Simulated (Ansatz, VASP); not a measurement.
**Two plane-wave programs on ZnO**

```
Zn O
1.0
     0.00000    2.16472    2.16472
     2.16472    0.00000    2.16472
     2.16472    2.16472    0.00000
Zn O
1 1
Cartesian
  2.1647 2.1647 2.1647
  0.0000 0.0000 0.0000
```

Alike in both runs: task relaxation of cell and atoms; functional PBE; k mesh 12 × 12 × 12; occupations gaussian, width 0.02 eV; no spin polarisation.

```csv
,VASP,Ansatz
version,VASP 6.6.1,Ansatz 0.2.0
potentials or method,"VASP PAW PBE potentials, release 64 (Zn, O), cutoff 600 eV","scalar-relativistic, plane waves, PAW"
valence electrons in the cell,18,18
```

|  | VASP | Ansatz | Ansatz less VASP |
| --- | --- | --- | --- |
| gap on the k mesh at the Fermi level, each at its own relaxed structure (eV) | 0.70 | 0.75 | +0.048 |
| relaxed volume (Å³/atom) | 10.19 | 10.15 | -0.046 |
| relaxed cell length with the largest relative difference (Å) | 3.066 | 3.062 | -0.0046 |
